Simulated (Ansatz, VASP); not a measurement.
Two plane-wave programs on TaRu

```xyz
2
Lattice="2.9907 0.0000 0.0000 0.0000 2.9907 0.0000 0.0000 0.0000 3.3198" Properties=species:S:1:pos:R:3 pbc="T T T"
Ta    1.4953    1.4953    1.6599
Ru    0.0000    0.0000    0.0000
```

Change from the starting cell: volume scaled by 0.94, PAW files.

Alike in both runs: task electric field gradients; functional LDA; k mesh 11 × 11 × 10; occupations fermi-dirac, width 0.05 eV; no spin polarisation.

```csv
,VASP,Ansatz
version,VASP 6.6.1,Ansatz 0.2.0
potentials or method,"VASP PAW LDA potentials, release 64 (Ta_pv, Ru_pv)","PAW with Ansatz's default frozen-core files, scalar-relativistic"
plane-wave cutoff (eV),520,420
valence electrons in the cell,25,29
```

VASP gave:

```
pressure (GPa)                                                : 7.8
traceless stress, the component that is largest in VASP (GPa) : 0.14
size of Vzz on the site where it differs most (V/Å²)          : 38.3
```

Problem. Which values does Ansatz return?

Solution. Pressure (GPa): 6.7; traceless stress, the component that is largest in VASP (GPa): 0.22; size of Vzz on the site where it differs most (V/Å²): 30.9.

LDA's correlation is that of Perdew and Zunger in VASP and of Perdew and Wang (1992) in Ansatz. VASP's potentials hold 25 valence electrons a cell and Ansatz's 29, so a difference there can come from the potentials and not from the codes.

Spin-orbit coupling is off throughout.
